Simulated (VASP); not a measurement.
# AlN (F-43m) in VASP: a series of runs

AlN is run at these levels: PBEsol, HSE06; tasks: single point.

Program: VASP 6.6.1. These are calculated values, not measurements. Logs are shortened: lines on timing, memory, paths and dates and some standing lists are left out, and cuts for length are marked.

## Step 1: The cell of the first run

Symmetry: F-43m, No. 216, cubic system. Conventional cell: a = 4.370 Å, b = 4.370 Å, c = 4.370 Å, α = 90.00°, β = 90.00°, γ = 90.00°. Within 2.5 Å of Al (site symmetry -43m) lie 4 N at 1.89 Å. Within 2.5 Å of N (site symmetry -43m) lie 4 Al at 1.89 Å.

## Step 2: Single point, PBEsol

The input, INCAR:

```
PREC = Accurate
ENCUT = 520
EDIFF = 1E-6
ISMEAR = 0
SIGMA = 0.01
LREAL = False
LASPH = True
NELM = 60
ALGO = Normal
ISIF = 2
LWAVE = False
LCHARG = False
GGA = PS
NBANDS = 11
```

The input, KPOINTS:

```
Automatic mesh
0
Gamma
  8 8 8
```

The input, POSCAR:

```
AlN
1.0
    0.0000000000      2.1848764208      2.1848764208
    2.1848764208      0.0000000000      2.1848764208
    2.1848764208      2.1848764208      0.0000000000
Al N
1 1
Direct
    0.0000000000      0.0000000000      0.0000000000
    0.2500000000      0.2500000000      0.2500000000
```

Potentials or basis: VASP PAW PBE potentials, release 64 (Al, N).

Started as:

```sh
$ cat potpaw_PBE.64/Al/POTCAR potpaw_PBE.64/N/POTCAR > POTCAR
$ mpirun -np 1 vasp_std > vasp.out
```

OUTCAR:

```text
PREC = Accurate
   ENCUT = 520
   EDIFF = 1E-6
   ISMEAR = 0
   LREAL = False
   LASPH = True
   NELM = 60
   ISIF = 2
   GGA = PS

 ion  position               nearest neighbor table
   1  0.000  0.000  0.000-   2 1.89   2 1.89   2 1.89   2 1.89
   2  0.250  0.250  0.250-   1 1.89   1 1.89   1 1.89   1 1.89

  LATTYP: Found a face centered cubic cell.
 ALAT       =     4.3697528416

  Lattice vectors:

 A1 = (   0.0000000000,   2.1848764208,   2.1848764208)
 A2 = (   2.1848764208,   0.0000000000,   2.1848764208)
 A3 = (   2.1848764208,   2.1848764208,   0.0000000000)

Analysis of symmetry for initial positions (statically):
=====================================================================
 Subroutine PRICEL returns:
 Original cell was already a primitive cell.

 Routine SETGRP: Setting up the symmetry group for a
 face centered cubic supercell.

 Subroutine GETGRP returns: Found 24 space group operations
 (whereof 24 operations were pure point group operations)
 out of a pool of 48 trial point group operations.

The static configuration has the point symmetry T_d .

Analysis of symmetry for dynamics (positions and initial velocities):
=====================================================================
 Subroutine PRICEL returns:
 Original cell was already a primitive cell.

 Routine SETGRP: Setting up the symmetry group for a
 face centered cubic supercell.

 Subroutine GETGRP returns: Found 24 space group operations
 (whereof 24 operations were pure point group operations)
 out of a pool of 48 trial point group operations.

The dynamic configuration has the point symmetry T_d .

 Subroutine INISYM returns: Found 24 space group operations
 (whereof 24 operations are pure point group operations),
 and found     1 'primitive' translations

----------------------------------------------------------------------------------------

                                     Primitive cell

  volume of cell :      20.8598

  direct lattice vectors                    reciprocal lattice vectors
     0.000000000  2.184876421  2.184876421    -0.228845895  0.228845895  0.228845895
     2.184876421  0.000000000  2.184876421     0.228845895 -0.228845895  0.228845895
     2.184876421  2.184876421  0.000000000     0.228845895  0.228845895 -0.228845895

  length of vectors
     3.089881866  3.089881866  3.089881866     0.396372717  0.396372717  0.396372717

  position of ions in fractional coordinates (direct lattice)
     0.000000000  0.000000000  0.000000000
     0.250000000  0.250000000  0.250000000

  ion indices of the primitive-cell ions
   primitive index   ion index
                 1           1
                 2           2

----------------------------------------------------------------------------------------

 KPOINTS: Automatic mesh

Automatic generation of k-mesh.
 Grid dimensions read from file:
 generate k-points for:    8    8    8

 Generating k-lattice:

  Cartesian coordinates                     Fractional coordinates (reciprocal lattice)
    -0.028605737  0.028605737  0.028605737     0.125000000  0.000000000  0.000000000
     0.028605737 -0.028605737  0.028605737     0.000000000  0.125000000  0.000000000
     0.028605737  0.028605737 -0.028605737     0.000000000  0.000000000  0.125000000

  Length of vectors
     0.049546590  0.049546590  0.049546590

  Shift w.r.t. Gamma in fractional coordinates (k-lattice)
     0.000000000  0.000000000  0.000000000

 Subroutine IBZKPT returns following result:
 ===========================================

 Found     29 irreducible k-points:

 Following reciprocal coordinates:
            Coordinates               Weight
  0.000000  0.000000  0.000000      1.000000
  0.125000  0.000000  0.000000      8.000000
  0.250000  0.000000  0.000000      8.000000
  0.375000  0.000000  0.000000      8.000000
  0.500000  0.000000  0.000000      4.000000
  0.125000  0.125000  0.000000      6.000000
[... 16 lines left out ...]
  0.500000  0.250000  0.125000     48.000000
 -0.375000  0.250000  0.125000     24.000000
 [... further k-points ...]
   k-points           NKPTS =     29   k-points in BZ     NKDIM =     29   number of bands    NBANDS=     11
   number of dos      NEDOS =    301   number of ions     NIONS =      2
   total plane-waves  NPLWV =  13824
   dimension x,y,z NGX =    24 NGY =   24 NGZ =   24
   dimension x,y,z NGXF=    48 NGYF=   48 NGZF=   48
   ions per type =               1   1
   NGX,Y,Z   is equivalent  to a cutoff of  12.91, 12.91, 12.91 a.u.
   NGXF,Y,Z  is equivalent  to a cutoff of  25.83, 25.83, 25.83 a.u.
 SYSTEM =  unknown system
   PREC   = accura    normal or accurate (medium, high low for compatibility)
   ISTART =      0    job   : 0-new  1-cont  2-samecut
   ICHARG =      2    charge: 1-file 2-atom 10-const
   ISPIN  =      1    spin polarized calculation?
   LNONCOLLINEAR =      F non collinear calculations
   LSORBIT =      F    spin-orbit coupling
   LASPH  =      T    aspherical Exc in radial PAW
   ENCUT  =  520.0 eV  38.22 Ry    6.18 a.u.   5.75  5.75  5.75*2*pi/ulx,y,z
   NELM   =     60;   NELMIN=  2; NELMDL= -5     # of ELM steps
   EDIFF  = 0.1E-05   stopping-criterion for ELM
   LREAL  =      F    real-space projection
   EDIFFG = 0.1E-04   stopping-criterion for IOM
   NSW    =      0    number of steps for IOM
   IBRION =     -1    ionic relax: 0-MD 1-quasi-New 2-CG
   NFREE  =      0    steps in history (QN), initial steepest desc. (CG)
   ISIF   =      2    stress and relaxation
   ISYM   =      2    0-nonsym 1-usesym 2-fastsym
   POTIM  = 0.5000    time-step for ionic-motion
   TEBEG  =    0.0;   TEEND  =   0.0 temperature during run
   PSTRESS=    0.0 pullay stress
   NELECT =       8.0000    total number of electrons
   NUPDOWN=      -1.0000    fix difference up-down
   EMIN   =  10.00;   EMAX   =-10.00  energy-range for DOS
   EFERMI =   0.00;   METHOD = LEGACY
   ISMEAR =     0;   SIGMA  =   0.01  broadening in eV -4-tet -1-fermi 0-gaus
   EFERMI_NEDOS =   21; number of points for ismear=-14 and -15
   IALGO  =     38    algorithm
   IMIX   =      4    mixing-type and parameters
     AMIX     =   0.40;   BMIX     =  1.00
     AMIX_MAG =   1.60;   BMIX_MAG =  1.00
  volume/ion in A,a.u.               =      10.43        70.38
  Fermi-wavevector in a.u.,A,eV,Ry     =   1.189418  2.247675 19.248378  1.414716
  Thomas-Fermi vector in A             =   2.325526
   LORBIT       =      0    0 simple, 1 ext, 2 COOP (PROOUT), +10 PAW based schemes
   GGA     = PS    functional components
   LHFCALC =     F    Hartree Fock is set to
   AEXX    =    0.0000 exact exchange contribution
   IVDW    =     0    specifies the selected vdW correction
   LEPSILON=     F    determine dielectric tensor
   LRPA    =     F    only Hartree local field effects (RPA)
 non-spin polarized calculation
 Gauss-broadening in eV      SIGMA  =   0.01
  energy-cutoff  :      520.00
  volume of cell :       20.86
 maximum number of plane-waves:       588
   NGX = 11   NGY = 11   NGZ = 11

 number of electron       8.0000000 magnetization

 Free energy of the ion-electron system (eV)
  ---------------------------------------------------
  ext. energy  EPLUGINS =         0.00000000
  ---------------------------------------------------
  free energy    TOTEN  =       -15.61079623 eV

  energy without entropy =      -15.61079623  energy(sigma->0) =      -15.61079623

 E-fermi :   5.9258     XC(G=0): -11.1238

 val. band max:        5.8669832571   @ k =   0.0000   0.0000   0.0000
 cond. band min:       9.0530473475   @ k =   0.5000   0.5000   0.0000
 fundamental gap:      3.1860640904
 Fermi energy:         5.9258113773

 k-point     1 :       0.0000    0.0000    0.0000
  band No.  band energies     occupation
      1      -9.0842      2.00000
      2       5.8670      2.00000
      3       5.8670      2.00000
      4       5.8670      2.00000
      5       9.9890      0.00000
      6      18.3236      0.00000
      7      18.3236      0.00000
      8      18.3236      0.00000
      9      23.4444      0.00000
     10      23.4444      0.00000
     11      24.7945      0.00000

 k-point     2 :       0.1250    0.0000    0.0000
  band No.  band energies     occupation
      1      -8.8549      2.00000
      2       4.6752      2.00000
      3       5.7879      2.00000
      4       5.7879      2.00000
      5      10.9345      0.00000
      6      17.7474      0.00000
      7      18.4962      0.00000
      8      18.4962      0.00000
      9      21.8860      0.00000
     10      21.8860      0.00000
     11      23.7243      0.00000

 k-point     3 :       0.2500    0.0000    0.0000
  band No.  band energies     occupation
      1      -8.2241      2.00000
      2       2.5805      2.00000
      3       5.6100      2.00000
      4       5.6100      2.00000
      5      12.2424      0.00000
      6      16.7299      0.00000
      7      18.0819      0.00000
      8      18.0819      0.00000
      9      22.0159      0.00000
     10      22.0159      0.00000
     11      22.9279      0.00000

 k-point     4 :       0.3750    0.0000    0.0000
  band No.  band energies     occupation
      1      -7.4231      2.00000
      2       0.7438      2.00000
      3       5.4481      2.00000
      4       5.4481      2.00000
      5      12.9495      0.00000
      6      15.9384      0.00000
      7      17.2340      0.00000
      8      17.2340      0.00000
      9      23.2266      0.00000
     10      24.0450      0.00000
     11      24.0450      0.00000

 k-point     5 :       0.5000    0.0000    0.0000
  band No.  band energies     occupation
      1      -7.0038      2.00000
      2      -0.0410      2.00000
      3       5.3851      2.00000
      4       5.3851      2.00000
      5      13.1421      0.00000
      6      15.6244      0.00000
      7      16.8946      0.00000
      8      16.8946      0.00000
      9      23.6791      0.00000
     10      25.8175      0.00000
     11      25.8175      0.00000
[... 211 lines left out ...]
 k-point    21 :       0.5000    0.5000    0.0000
  band No.  band energies     occupation
      1      -6.3588      2.00000
      2       0.9243      2.00000
      3       4.0790      2.00000
      4       4.0790      2.00000
      5       9.0530      0.00000
      6      14.3418      0.00000
      7      19.7234      0.00000
      8      21.4778      0.00000
      9      21.4778      0.00000
     10      29.3187      0.00000
     11      29.7023      0.00000

 k-point    22 :       0.3750    0.2500    0.1250
  band No.  band energies     occupation
      1      -7.7161      2.00000
      2       2.2770      2.00000
      3       4.3748      2.00000
      4       5.2600      2.00000
      5      12.5814      0.00000
      6      16.2845      0.00000
      7      16.6014      0.00000
      8      19.0386      0.00000
      9      20.3982      0.00000
     10      24.8551      0.00000
     11      27.3531      0.00000

 k-point    23 :       0.5000    0.2500    0.1250
  band No.  band energies     occupation
      1      -7.0243      2.00000
      2       1.2059      2.00000
      3       3.7775      2.00000
      4       4.9277      2.00000
      5      12.8024      0.00000
      6      15.3935      0.00000
      7      17.2996      0.00000
      8      18.6404      0.00000
      9      21.7838      0.00000
     10      25.3761      0.00000
     11      27.4857      0.00000

 k-point    24 :      -0.3750    0.2500    0.1250
  band No.  band energies     occupation
      1      -6.6791      2.00000
      2       0.6780      2.00000
      3       3.6226      2.00000
      4       4.7387      2.00000
      5      12.8532      0.00000
      6      15.0115      0.00000
      7      17.9323      0.00000
      8      18.4468      0.00000
      9      22.9177      0.00000
     10      24.4971      0.00000
     11      27.7484      0.00000

 [... further k-points ...]
[... 5 lines left out ...]
  --------------------------------------------------------------------------------------
  -------------------------------------------------------------------------------------
  Total        0.1400462      0.1400462      0.1400462      0.0000000      0.0000000     -0.0000000
  in kB       10.7565090     10.7565090     10.7565090      0.0000000      0.0000000     -0.0000000
  external PRESSURE =      10.7565090 kB  Pullay stress =       0.0000000 kB

 VOLUME and BASIS-vectors are now :
 -----------------------------------------------------------------------------
  energy-cutoff  :      520.00
  volume of cell :       20.86
      direct lattice vectors                 reciprocal lattice vectors
     0.000000000  2.184876421  2.184876421    -0.228845895  0.228845895  0.228845895
     2.184876421  0.000000000  2.184876421     0.228845895 -0.228845895  0.228845895
     2.184876421  2.184876421  0.000000000     0.228845895  0.228845895 -0.228845895

 POSITION                                       TOTAL-FORCE (eV/Angst)
 -----------------------------------------------------------------------------------
      0.00000      0.00000      0.00000         0.000000     -0.000000     -0.000000
      1.09244      1.09244      1.09244        -0.000000      0.000000      0.000000
 -----------------------------------------------------------------------------------
    total drift:                                0.000000      0.000000      0.000000

  FREE ENERGIE OF THE ION-ELECTRON SYSTEM (eV)
  ---------------------------------------------------
  free  energy   TOTEN  =       -15.6107962319 eV

  energy  without entropy=      -15.6107962319  energy(sigma->0) =      -15.61079623
```

It took 8.5 s on 1 thread of Intel Xeon Platinum 8259CL at 2.50GHz (Skylake/Cascade Lake), shared host; peak memory 0.13 GiB.

Results:

```
Free energy            : -15.6108 eV
Pressure               : 1.1 GPa
Band gap on the k mesh : 3.19 eV, indirect (least direct gap 4.12 eV)
```

Caveat: the PAW data sets were made with another functional, which shifts forces and pressure a little. A k mesh can miss the band edges.

(Continued in part 2 of 2.)
